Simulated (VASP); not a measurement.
**SiO2: single point with PBE**

Crystal: SiO2.

```
CELL_PARAMETERS angstrom
0.00000 4.76125 7.42775
2.37930 0.00000 7.42775
2.37930 4.76125 0.00000
ATOMIC_POSITIONS crystal
Si 0.93684 0.93684 0.56316
Si 0.68684 0.68684 0.31316
Si 0.31316 0.31316 0.68684
Si 0.56316 0.56316 0.93684
O 0.06377 0.43623 0.06377
O 0.43623 0.06377 0.43623
O 0.81377 0.18623 0.81377
O 0.18623 0.81377 0.18623
O 0.12500 0.62500 0.62500
O 0.62500 0.62500 0.62500
O 0.62500 0.62500 0.12500
O 0.62500 0.12500 0.62500
```

| Item | Value |
| --- | --- |
| Program | VASP 6.6.1 |
| Task | single point |
| Functional | PBE |
| Potentials or basis | VASP PAW PBE potentials, release 64 (Si, O) |
| Cutoff | 520 eV |
| k mesh | 6 × 6 × 6 |
| Occupations | fermi-dirac, width 0.05 eV |
| Spin | no spin polarisation |

```yaml
Pressure: 0.1 GPa
Largest_force: 0.037 eV/Å
Band_gap_on_the_k_mesh: 5.60 eV, direct
```

Forces in eV/Å, atoms in the order of the input:
```
Si   0.000  0.000 -0.037
Si   0.000  0.000 -0.037
Si   0.000  0.000  0.037
Si   0.000  0.000  0.037
O    0.000  0.001  0.000
O    0.000 -0.001  0.000
O    0.000  0.001  0.000
O    0.000 -0.001  0.000
O    0.000  0.000  0.000
O    0.000  0.000  0.000
O    0.000  0.000  0.000
O    0.000  0.000  0.000
```

Stress tensor (GPa, compression positive):
```
 0.21  0.00  0.00
 0.00 -0.04  0.00
 0.00  0.00  0.13
```

Levels at points of the mesh, in eV from the valence-band top:
```tsv
k point	band 28	band 29	band 30	band 31	band 32	band 33	band 34	band 35	band 36	band 37
(0.00, 0.00, 0.00)	-0.74	-0.61	-0.43	-0.04	0.00	5.60	8.18	8.27	8.53	8.66
(0.50, 0.00, 0.00)	-0.90	-0.59	-0.55	-0.31	-0.26	7.96	8.60	8.62	9.38	9.69
(0.50, 0.50, 0.00)	-0.76	-0.60	-0.60	-0.15	-0.15	6.75	6.75	8.68	8.68	9.15
(0.50, 0.00, 0.50)	-1.34	-0.84	-0.84	-0.25	-0.25	7.71	7.71	9.43	9.43	10.05
(0.00, 0.50, 0.50)	-1.20	-0.87	-0.87	-0.12	-0.12	7.95	7.95	8.98	8.98	9.80
```

Run time: 10 min on 1 thread of Intel(R) Xeon(R) Platinum 8259CL CPU @ 2.50GHz (Skylake/Cascade Lake), on a shared host, peak memory 0.54 GiB.

A k mesh can miss the band edges. Expect the measured gap to be larger: semilocal functionals such as PBE lack the derivative discontinuity.
